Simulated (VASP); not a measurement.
# Co (P6_3/mmc) in VASP: single point with PBE

Aim: the single point of Co with PBE.

Everything below comes from runs of VASP 6.6.1. Logs are shortened: lines on timing, memory, paths and dates and some standing lists are left out, and cuts for length are marked.

### Step 1. The cell of the first run

It takes space group P6_3/mmc (No. 194, hexagonal). Conventional cell: a = 2.494 Å, b = 2.494 Å, c = 4.033 Å, α = 90.00°, β = 90.00°, γ = 120.00°. Co (site symmetry -6m2) has 12 Co at 2.48 to 2.49 Å within 3.3 Å.

### Step 2. Single point, PBE, collinear spin, ferromagnetic start

The input, POSCAR:

```
Co
1.0
    2.4937685660      0.0000000000      0.0000000000
   -1.2468842830      2.1596669293      0.0000000000
    0.0000000000      0.0000000000      4.0330681433
Co
2
Direct
    0.3333333333      0.6666666667      0.2500000000
    0.6666666667      0.3333333333      0.7500000000
```

The input, INCAR.step1:

```
SYSTEM = Co
  PREC = Accurate
  ENCUT = 520
  EDIFF = 1E-7
  ISMEAR = 0
  SIGMA = 0.1
  LREAL = .False.
  LASPH = .True.
  NELM = 150
  ALGO = Normal
  ISIF = 2
  LWAVE = .False.
  LCHARG = .True.
  ISPIN = 2
  MAGMOM = 1.86 1.86
  LMAXMIX = 4
  GGA = PE
  NBANDS = 20
```

The input, KPOINTS.step1:

```
Automatic mesh
0
Gamma
  21 21 10
  0 0 0
```

The input, INCAR.step2:

```
SYSTEM = Co
  PREC = Accurate
  ENCUT = 520
  EDIFF = 1E-7
  ISMEAR = -5
  SIGMA = 0.1
  LREAL = .False.
  LASPH = .True.
  NELM = 150
  ALGO = Normal
  ISIF = 2
  LWAVE = .False.
  LCHARG = .False.
  ISPIN = 2
  MAGMOM = 1.86 1.86
  LORBIT = 11
  LMAXMIX = 4
  GGA = PE
  NBANDS = 20
  NEDOS = 1001
  ICHARG = 11
```

The input, KPOINTS.step2:

```
Automatic mesh
0
Gamma
  32 32 15
  0 0 0
```

Potentials or basis: VASP PAW PBE potentials, release 64 (Co).

Run with:

```console
$ cat potpaw_PBE.64/Co/POTCAR > POTCAR
$ cp INCAR.step1 INCAR
$ cp KPOINTS.step1 KPOINTS
$ mpirun -np 1 vasp_std > vasp.out
$ cp INCAR.step2 INCAR
$ cp KPOINTS.step2 KPOINTS
$ mpirun -np 1 vasp_std > vasp.out
```

OUTCAR:

```text
SYSTEM = Co
   PREC = Accurate
   ENCUT = 520
   EDIFF = 1E-7
   ISMEAR = -5
   LREAL = .False.
   LASPH = .True.
   NELM = 150
   ISIF = 2
   ISPIN = 2
   LORBIT = 11
   GGA = PE
   ICHARG = 11

 ion  position               nearest neighbor table
   1  0.333  0.667  0.250-   2 2.48   2 2.48   2 2.48   2 2.48   2 2.48   2 2.48
   2  0.667  0.333  0.750-   1 2.48   1 2.48   1 2.48   1 2.48   1 2.48   1 2.48

  LATTYP: Found a hexagonal cell.
 ALAT       =     2.4937685660
 C/A-ratio  =     1.6172583929

  Lattice vectors:

 A1 = (   2.4937685660,   0.0000000000,   0.0000000000)
 A2 = (  -1.2468842830,   2.1596669293,   0.0000000000)
 A3 = (   0.0000000000,   0.0000000000,   4.0330681433)

Analysis of symmetry for initial positions (statically):
=====================================================================
 Subroutine PRICEL returns:
 Original cell was already a primitive cell.

 Routine SETGRP: Setting up the symmetry group for a
 hexagonal supercell.

 Subroutine GETGRP returns: Found 24 space group operations
 (whereof 12 operations were pure point group operations)
 out of a pool of 24 trial point group operations.

The static configuration has the point symmetry D_3d.
 The point group associated with its full space group is D_6h.

Analysis of symmetry for dynamics (positions and initial velocities):
=====================================================================
 Subroutine PRICEL returns:
 Original cell was already a primitive cell.

 Routine SETGRP: Setting up the symmetry group for a
 hexagonal supercell.

 Subroutine GETGRP returns: Found 24 space group operations
 (whereof 12 operations were pure point group operations)
 out of a pool of 24 trial point group operations.

The dynamic configuration has the point symmetry D_3d.
 The point group associated with its full space group is D_6h.

Analysis of structural, dynamic, and magnetic symmetry:
=====================================================================
 Subroutine PRICEL returns:
 Original cell was already a primitive cell.

 Routine SETGRP: Setting up the symmetry group for a
 hexagonal supercell.

 Subroutine GETGRP returns: Found 24 space group operations
 (whereof 12 operations were pure point group operations)
 out of a pool of 24 trial point group operations.

The overall configuration has the point symmetry D_3d.
 The point group associated with its full space group is D_6h.

 Subroutine INISYM returns: Found 24 space group operations
 (whereof 12 operations are pure point group operations),
 and found     1 'primitive' translations

----------------------------------------------------------------------------------------

                                     Primitive cell

  volume of cell :      21.7209

  direct lattice vectors                    reciprocal lattice vectors
     2.493768566  0.000000000  0.000000000     0.400999521  0.231517181  0.000000000
    -1.246884283  2.159666929  0.000000000     0.000000000  0.463034363  0.000000000
     0.000000000  0.000000000  4.033068143     0.000000000  0.000000000  0.247950187

  length of vectors
     2.493768566  2.493768566  4.033068143     0.463034363  0.463034363  0.247950187

  position of ions in fractional coordinates (direct lattice)
     0.333333333  0.666666667  0.250000000
     0.666666667  0.333333333  0.750000000

  ion indices of the primitive-cell ions
   primitive index   ion index
                 1           1
                 2           2

----------------------------------------------------------------------------------------

 KPOINTS: Automatic mesh

Automatic generation of k-mesh.
 Grid dimensions read from file:
 generate k-points for:   32   32   15

 Generating k-lattice:

  Cartesian coordinates                     Fractional coordinates (reciprocal lattice)
     0.012531235  0.007234912  0.000000000     0.031250000  0.000000000  0.000000000
     0.000000000  0.014469824  0.000000000     0.000000000  0.031250000  0.000000000
     0.000000000  0.000000000  0.016530012     0.000000000  0.000000000  0.066666667

  Length of vectors
     0.014469824  0.014469824  0.016530012

  Shift w.r.t. Gamma in fractional coordinates (k-lattice)
     0.000000000  0.000000000  0.000000000

 TETIRR: Found  15088 inequivalent tetrahedra from    92160

 Subroutine IBZKPT returns following result:
 ===========================================

 Found    816 irreducible k-points:

 Following reciprocal coordinates:
            Coordinates               Weight
  0.000000  0.000000  0.000000      1.000000
  0.031250  0.000000  0.000000      6.000000
  0.062500  0.000000  0.000000      6.000000
  0.093750  0.000000  0.000000      6.000000
  0.125000  0.000000  0.000000      6.000000
  0.156250  0.000000  0.000000      6.000000
[... 16 lines left out ...]
  0.187500  0.031250  0.000000     12.000000
  0.218750  0.031250  0.000000     12.000000
 [... further k-points ...]
   k-points           NKPTS =    816   k-points in BZ     NKDIM =    816   number of bands    NBANDS=     20
   number of dos      NEDOS =   1001   number of ions     NIONS =      2
   total plane-waves  NPLWV =  12000
   dimension x,y,z NGX =    20 NGY =   20 NGZ =   30
   dimension x,y,z NGXF=    40 NGYF=   40 NGZF=   60
   ions per type =               2
   NGX,Y,Z   is equivalent  to a cutoff of  13.33, 13.33, 12.37 a.u.
   NGXF,Y,Z  is equivalent  to a cutoff of  26.67, 26.67, 24.73 a.u.
 SYSTEM =  Co
   PREC   = accura    normal or accurate (medium, high low for compatibility)
   ISTART =      0    job   : 0-new  1-cont  2-samecut
   ICHARG =     11    charge: 1-file 2-atom 10-const
   ISPIN  =      2    spin polarized calculation?
   LNONCOLLINEAR =      F non collinear calculations
   LSORBIT =      F    spin-orbit coupling
   LASPH  =      T    aspherical Exc in radial PAW
   ENCUT  =  520.0 eV  38.22 Ry    6.18 a.u.   4.64  4.64  7.50*2*pi/ulx,y,z
   NELM   =    150;   NELMIN=  2; NELMDL=  0     # of ELM steps
   EDIFF  = 0.1E-06   stopping-criterion for ELM
   LREAL  =      F    real-space projection
   EDIFFG = 0.1E-05   stopping-criterion for IOM
   NSW    =      0    number of steps for IOM
   IBRION =     -1    ionic relax: 0-MD 1-quasi-New 2-CG
   NFREE  =      0    steps in history (QN), initial steepest desc. (CG)
   ISIF   =      2    stress and relaxation
   ISYM   =      2    0-nonsym 1-usesym 2-fastsym
   POTIM  = 0.5000    time-step for ionic-motion
   TEBEG  =    0.0;   TEEND  =   0.0 temperature during run
   PSTRESS=    0.0 pullay stress
   NELECT =      18.0000    total number of electrons
   NUPDOWN=      -1.0000    fix difference up-down
   EMIN   =  10.00;   EMAX   =-10.00  energy-range for DOS
   EFERMI =   0.00;   METHOD = LEGACY
   ISMEAR =    -5;   SIGMA  =   0.10  broadening in eV -4-tet -1-fermi 0-gaus
   EFERMI_NEDOS =   21; number of points for ismear=-14 and -15
   IALGO  =     38    algorithm
   IMIX   =      4    mixing-type and parameters
     AMIX     =   0.40;   BMIX     =  1.00
     AMIX_MAG =   1.60;   BMIX_MAG =  1.00
  volume/ion in A,a.u.               =      10.86        73.29
  Fermi-wavevector in a.u.,A,eV,Ry     =   1.537704  2.905840 32.171447  2.364535
  Thomas-Fermi vector in A             =   2.644176
   LORBIT       =     11    0 simple, 1 ext, 2 COOP (PROOUT), +10 PAW based schemes
   GGA     = PE    functional components
   LHFCALC =     F    Hartree Fock is set to
   AEXX    =    0.0000 exact exchange contribution
   IVDW    =     0    specifies the selected vdW correction
   LEPSILON=     F    determine dielectric tensor
   LRPA    =     F    only Hartree local field effects (RPA)
 spin polarized calculation
 Fermi weights with tetrahedron method with Bloechl corrections
  energy-cutoff  :      520.00
  volume of cell :       21.72
 maximum number of plane-waves:       597
 NGX is ok and might be reduce to    20

 number of electron      17.9999997 magnetization       3.2064364

 Free energy of the ion-electron system (eV)
  ---------------------------------------------------
  ext. energy  EPLUGINS =         0.00000000
  ---------------------------------------------------
  free energy    TOTEN  =       -14.07068861 eV

  energy without entropy =      -14.07068861  energy(sigma->0) =      -14.07068861

 E-fermi :  10.2381     XC(G=0): -13.3982

 val. band max:       10.2612104072   @ k =   0.4375   0.0625   0.2667
 cond. band min:      10.1931393270   @ k =   0.4062   0.0000   0.4000
 fundamental gap:     -0.0680710803
 Fermi energy:        10.2380593746

 spin component 1

 k-point     1 :       0.0000    0.0000    0.0000
  band No.  band energies     occupation
      1       1.3424      1.00000
      2       5.1193      1.00000
      3       7.6320      1.00000
      4       7.6533      1.00000
      5       7.6533      1.00000
      6       7.9640      1.00000
[... 12 lines left out ...]
     19      36.1159      0.00000
     20      36.1160      0.00000
[... 507 lines left out ...]
 k-point    24 :       0.2188    0.0312    0.0000
  band No.  band energies     occupation
      1       3.1559      1.00000
      2       5.8911      1.00000
      3       6.8480      1.00000
      4       6.9806      1.00000
      5       7.6621      1.00000
      6       7.8625      1.00000
[... 12 lines left out ...]
     19      34.9106      0.00000
     20      37.9318      0.00000

 [... further k-points ...]

 spin component 2

 k-point     1 :       0.0000    0.0000    0.0000
  band No.  band energies     occupation
      1       1.3318      1.00000
      2       6.0567      1.00000
      3       9.2579      1.00000
      4       9.2840      1.00000
      5       9.2840      1.00000
      6       9.6483      1.00000
[... 12 lines left out ...]
     19      36.4010      0.00000
     20      36.4010      0.00000
[... 507 lines left out ...]
 k-point    24 :       0.2188    0.0312    0.0000
  band No.  band energies     occupation
      1       3.1789      1.00000
      2       7.0161      1.00000
      3       7.9736      1.00000
      4       8.3775      1.00000
      5       9.2288      1.00000
      6       9.5381      1.00000
[... 12 lines left out ...]
     19      35.3462      0.00000
     20      38.1835      0.00000

 [... further k-points ...]

------------------------ aborting loop because EDIFF is reached ----------------------------------------

  FORCE on cell =-STRESS in cart. coord.  units (eV):
  Direction    XX          YY          ZZ          XY          YZ          ZX
  --------------------------------------------------------------------------------------
  -------------------------------------------------------------------------------------
  Total       -0.0164048     -0.0164048     -0.0473172      0.0000000      0.0000000      0.0000000
  in kB       -1.2100474     -1.2100474     -3.4902080      0.0000000      0.0000000      0.0000000
  external PRESSURE =      -1.9701010 kB  Pullay stress =       0.0000000 kB

 VOLUME and BASIS-vectors are now :
 -----------------------------------------------------------------------------
  energy-cutoff  :      520.00
  volume of cell :       21.72
      direct lattice vectors                 reciprocal lattice vectors
     2.493768566  0.000000000  0.000000000     0.400999521  0.231517181  0.000000000
    -1.246884283  2.159666929  0.000000000     0.000000000  0.463034363  0.000000000
     0.000000000  0.000000000  4.033068143     0.000000000  0.000000000  0.247950187

 POSITION                                       TOTAL-FORCE (eV/Angst)
 -----------------------------------------------------------------------------------
     -0.00000      1.43978      1.00827         0.000000      0.000000      0.000000
      1.24688      0.71989      3.02480        -0.000000     -0.000000      0.000000
 -----------------------------------------------------------------------------------
    total drift:                               -0.000000      0.000000     -0.000000

  FREE ENERGIE OF THE ION-ELECTRON SYSTEM (eV)
  ---------------------------------------------------
  free  energy   TOTEN  =       -14.0706886065 eV

  energy  without entropy=      -14.0706886065  energy(sigma->0) =      -14.07068861

 total charge

# of ion       s       p       d       tot
------------------------------------------
    1        0.488   0.520   7.263   8.271
    2        0.488   0.520   7.263   8.271
--------------------------------------------------
tot          0.976   1.040  14.527  16.542

 magnetization (x)

# of ion       s       p       d       tot
------------------------------------------
    1       -0.015  -0.056   1.692   1.621
    2       -0.015  -0.056   1.692   1.621
--------------------------------------------------
tot         -0.031  -0.111   3.383   3.241
```

It took 4.3 min on 1 thread of AMD EPYC 9R45 (Zen 5), shared host; peak memory 0.6 GiB.

What came out:

```yaml
Net_moment: 3.21 μB per cell
Site_moments: Co +1.62 μB
Valence_electrons_inside_the_program's_atomic_spheres: Co 8.27
```
